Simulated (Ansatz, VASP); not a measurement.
Te2Mo: VASP beside Ansatz

```
Te Mo
1.0
    -3.56355    0.00000    0.00000
    -1.78177   -3.08612    0.00000
     0.00000    0.00000   14.97622
Te Mo
4 2
Cartesian
  -1.7818 -1.0287 9.2552
  -3.5635 -2.0574 1.8921
  -1.7818 -1.0287 12.8341
  -3.5635 -2.0574 5.4710
  -1.7818 -1.0287 3.6816
  -3.5635 -2.0574 11.0447
```

Alike in both runs: task single point; functional r2SCAN; k mesh 9 × 9 × 2; occupations gaussian, width 0.05 eV; no spin polarisation.

```csv
,VASP,Ansatz
version,VASP 6.6.1,Ansatz 0.2.0
potentials or method,"VASP PAW PBE potentials, release 64 (Te, Mo_sv), cutoff 520 eV","scalar-relativistic, plane waves, PAW"
valence electrons in the cell,52,92
```

```tsv
	VASP	Ansatz	Ansatz less VASP
gap on the k mesh at the Fermi level (eV)	1.07	1.07	-0.002
least direct gap on the mesh (eV)	1.07	1.07	-0.002
pressure (GPa)	0.0	-0.1	-0.11
traceless stress, the component that is largest in VASP (GPa)	-0.01	-0.06	-0.057
rms of the force components (eV/Å)	0.019	0.008	-0.0105
```

VASP's potentials were made for PBE, not for r2SCAN. Atom by atom the forces differ by 0.012 eV/Å (rms over components). VASP's potentials hold 52 valence electrons a cell and Ansatz's 92, so a difference there can come from the potentials and not from the codes.

Neither program's run includes spin-orbit coupling.
